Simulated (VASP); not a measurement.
Be:

```xyz
2
Lattice="2.2853 0.0000 0.0000 -1.1426 1.9791 0.0000 0.0000 0.0000 3.5842" Properties=species:S:1:pos:R:3 pbc="T T T"
Be    1.1427    0.6597    2.6882
Be    0.0000    1.3194    0.8961
```

```yaml
Program: VASP 6.6.1
Task: relaxation of cell and atoms
Functional: PBEsol
Dispersion: D4
Potentials_or_basis: VASP PAW PBE potentials, release 64 (Be)
Cutoff: 600 eV
k_mesh: 13 × 13 × 8
Occupations: fermi-dirac, width 0.05 eV
Spin: no spin polarisation
```

At the start: pressure -4.7 GPa; volume 8.11 Å³/atom.

**Question.** How do energy, volume and symmetry change on relaxing?

**Answer.** Over 5 steps the energy falls by 4.8 meV/atom and the volume is 7.78 Å³/atom (-4.0 %); space group P6_3/mmc (No. 194, to 0.05 Å).

The path:
| step | energy change (eV) | largest force (eV/Å) | pressure (GPa) | volume (Å³) |
| --- | --- | --- | --- | --- |
| 1 | 0.0000 | 0.0000 | -4.68 | 16.21 |
| 2 | -0.0093 | 0.0000 | -0.64 | 15.66 |
| 3 | -0.0095 | 0.0000 | -0.04 | 15.59 |
| 4 | -0.0095 | 0.0000 | 0.06 | 15.57 |
| 5 | -0.0095 | 0.0000 | 0.08 | 15.57 |

Final structure:
```
Be
1.0
     2.25516    0.00000    0.00000
    -1.12758    1.95302    0.00000
     0.00000    0.00000    3.53482
Be
2
Direct
  0.66667 0.33333 0.75000
  0.33333 0.66667 0.25000
```

Caveat: the PAW data sets were made with another functional, which shifts forces and pressure a little; pairwise dispersion overbinds metals, which lowers pressure and volume.
